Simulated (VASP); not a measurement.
Write the native input for VASP 6.6.1 that does the following.

| Quantity | Value |
| --- | --- |
| Task | single point |
| Functional | PBEsol |
| Potentials or basis | VASP PAW PBE potentials, release 64 (Ga_d, As) |
| Cutoff | 520 eV |
| k mesh | 12 × 12 × 12 |
| Occupations | fermi-dirac, width 0.05 eV |
| Spin | no spin polarisation |
| Dipole correction | no |
| Further INCAR settings | ALGO = Normal; EDIFF = 1e-06; NBANDS = 16 |

The structure of GaAs lies in POSCAR:

```
GaAs
1.0
    2.8291472884      2.8291472884      0.0000000000
   -2.8291472884      2.8291472884      0.0000000000
    0.0000000000      2.8291472884      2.8291472884
Ga As
1 1
Direct
    0.0000000000      0.0000000000      0.0000000000
    0.7500000000      0.2500000000      0.5000000000
```

The input as run:

INCAR

```
SYSTEM = GaAs
ALGO = Normal
EDIFF = 1E-6
ENCUT = 520
GGA = PS
ISIF = 2
ISMEAR = -1
LASPH = .True.
LCHARG = .False.
LREAL = .False.
LWAVE = .False.
NBANDS = 16
NELM = 100
PREC = Accurate
SIGMA = 0.05
```

KPOINTS

```
k-points
0
Gamma
  12 12 12
  0 0 0
```

Potentials or basis: VASP PAW PBE potentials, release 64 (Ga_d, As).

The run is started by

```bash
$ cat potpaw_PBE.64/Ga_d/POTCAR potpaw_PBE.64/As/POTCAR > POTCAR
$ mpirun -np 1 vasp_std > vasp.out
```

It gave:

```yaml
Pressure: 0.2 GPa
Band_gap_on_the_k_mesh: 0.44 eV, direct
```

Caveat: the PAW data sets were made with another functional, which shifts forces and pressure a little.

Wall time 95 s on 1 thread of AMD EPYC 7R13, with other jobs on the host, peak memory 0.17 GiB.
